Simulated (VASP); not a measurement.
Input of a VASP 6.6.1 run:

The input INCAR:

```
PREC = Accurate
ENCUT = 520
EDIFF = 1E-6
ISMEAR = 0
SIGMA = 0.05
LREAL = False
LASPH = True
NELM = 80
ALGO = Normal
ISIF = 2
LWAVE = False
LCHARG = True
GGA = PE
LELF = True
LVHAR = True
NBANDS = 11
```

The input KPOINTS:

```
regular mesh
0
Gamma
  12 12 12
```

The input POSCAR:

```
SiC
1.0
    0.0000000000      2.2352714132      2.0564497001
    2.2352714132      0.0000000000      2.0564497001
    2.2352714132      2.2352714132      0.0000000000
Si C
1 1
Direct
    0.0000000000      0.0000000000      0.0000000000
    0.7500000000      0.7500000000      0.7500000000
```

Potentials or basis: VASP PAW PBE potentials, release 64 (Si, C).

Launch:

```console
$ cat potpaw_PBE.64/Si/POTCAR potpaw_PBE.64/C/POTCAR > POTCAR
$ mpirun -np 1 vasp_std > vasp.out
```

(1) Estimate the band gap on the k mesh.

(2) Estimate the pressure.

Answers

(1) 0.55 eV, indirect (least direct gap 4.46 eV).

(2) 4.2 GPa.
